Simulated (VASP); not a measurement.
## SnTe: single point with HSE06

The system is SnTe.

```
Te Sn
1.0
     0.00000    3.56234    3.56234
     3.56234    0.00000    3.56234
     3.56234    3.56234    0.00000
Te Sn
1 1
Direct
  0.25000 0.25000 0.25000
  0.00000 0.00000 0.00000
```

```
Program             : VASP 6.6.1
Task                : single point
Functional          : HSE06
Potentials or basis : VASP PAW PBE potentials, release 64 (Te, Sn_d)
Cutoff              : 520 eV
k mesh              : 4 × 4 × 4
Occupations         : fermi-dirac, width 0.05 eV
Spin                : no spin polarisation
```

The pressure is 0.3 GPa. The band gap on the k mesh is 0.22 eV (least direct gap 1.08 eV).

Levels at points of the mesh, in eV from the valence-band top:
```tsv
k point	band 6	band 7	band 8	band 9	band 10	band 11	band 12	band 13	band 14	band 15
(0.00, 0.00, 0.00)	-13.09	-5.58	-2.45	-2.45	-2.45	1.25	1.25	1.25	4.42	6.93
(0.50, 0.00, 0.00)	-12.42	-7.97	-3.06	-3.06	-2.36	2.13	2.13	4.02	6.01	6.90
(0.50, 0.50, 0.00)	-12.14	-8.40	-3.82	-3.82	-0.86	0.22	4.60	4.60	5.91	7.00
```

Wall time 19 min on 1 thread of Oxide Virtual Turin-like Processor, on a shared host, peak memory 0.32 GiB.

Caveat: the PAW data sets were made with another functional, which shifts forces and pressure a little; spin-orbit coupling is left out, which moves the levels of the heavy elements. A k mesh can miss the band edges.
